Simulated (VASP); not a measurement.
A run of VASP 6.6.1:

File INCAR:

```
PREC     = Accurate       # precision mode
ENCUT    = 520            # plane-wave cutoff, eV
EDIFF    = 1E-7           # SCF threshold, eV
ISMEAR   = 0              # smearing method
SIGMA    = 0.3            # smearing width, eV
LREAL    = False          # projectors in reciprocal space
LASPH    = True           # aspherical terms in the spheres
NELM     = 60             # most SCF steps
ALGO     = Normal         # electronic algorithm
ISIF     = 2              # what is computed and relaxed
LWAVE    = False          # write WAVECAR
LCHARG   = False          # write CHGCAR
GGA      = CA             # functional
NBANDS   = 18             # bands
```

Contents of KPOINTS:

```
Automatic mesh
0
Gamma
  11 11 11
```

Contents of POSCAR:

```
Yb
1.0
    0.0000000000      2.4569516026      2.4569516026
    2.4569516026      0.0000000000      2.4569516026
    2.4569516026      2.4569516026      0.0000000000
Yb
1
Direct
    0.0000000000      0.0000000000      0.0000000000
```

Potentials or basis: VASP PAW PBE potentials, release 64 (Yb).

Command:

```console
$ cat potpaw_PBE.64/Yb/POTCAR > POTCAR
$ mpirun -np 1 vasp_std > vasp.out
```

Hardware: 1 thread of AMD EPYC 9R45 96-Core Processor (Zen 5), on a shared host.

**Question.** Estimate the wall time of this run.

**Answer.** Run time: 45 s on 1 thread of AMD EPYC 9R45 96-Core Processor (Zen 5), on a shared host, peak memory 0.14 GiB. Counts: scf iterations 24, k points 56.
